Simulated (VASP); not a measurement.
Write the native input for VASP 6.6.1 that does the following.

| Quantity | Value |
| --- | --- |
| Task | single point |
| Functional | PBE |
| Potentials or basis | VASP PAW PBE potentials, release 64 (Si, N) |
| Cutoff | 520 eV |
| k mesh | 4 × 6 × 4 |
| Occupations | gaussian, width 0.1 eV |
| Spin | collinear spin, ferromagnetic start |
| Starting moments | [0.0, 0.0, 0.0, 0.0, 1.0, 1.0] μB |
| Dipole correction | no |
| Further INCAR settings | ALGO = Normal; EDIFF = 1e-06; NBANDS = 26 |

The structure of Si2N lies in POSCAR:

```
Si2N
1.0
    4.9055337094      0.0000000000      0.0000000000
    0.0000000000      2.7721649561      0.0000000000
   -1.2488995444      0.0000000000      5.3685208632
Si N
4 2
Direct
    0.2583839341      0.0000000000      0.0572838403
    0.2600721171      0.5000000000      0.5957696473
    0.7416160659      0.0000000000      0.9427161597
    0.7399278829      0.5000000000      0.4042303527
    0.6528512693      0.5000000000      0.7187908664
    0.3471487307      0.5000000000      0.2812091336
```

These files were run (other wordings do the same):

INCAR

```
PREC = Accurate
ENCUT = 520
EDIFF = 1E-6
ISMEAR = 0
SIGMA = 0.1
LREAL = False
LASPH = True
NELM = 150
ALGO = Normal
ISIF = 2
LWAVE = False
LCHARG = False
ISPIN = 2
MAGMOM = 0 0 0 0 1 1
LORBIT = 11
GGA = PE
NBANDS = 26
```

KPOINTS

```
regular mesh
0
Gamma
  4 6 4
```

Potentials or basis: VASP PAW PBE potentials, release 64 (Si, N).

Launch:

```console
$ cat potpaw_PBE.64/Si/POTCAR potpaw_PBE.64/N/POTCAR > POTCAR
$ mpirun -np 1 vasp_std > vasp.out
```

It gave:

* Pressure: 0.8 GPa
* Largest force: 0.270 eV/Å
* Band gap on the k mesh: zero (filled and empty bands overlap)
* Net moment: 0.00 μB per cell
* Valence electrons inside the program's atomic spheres: Si 1.59, 1.57 (each value once); N 3.85

Caveat: the k points lie up to 0.38 Å⁻¹ apart, too coarse for converged energies and pressures of a metal.

Run time: 68 s on 1 thread of Intel(R) Xeon(R) Platinum 8559C (Emerald Rapids), with other jobs on the host, peak memory 0.26 GiB.
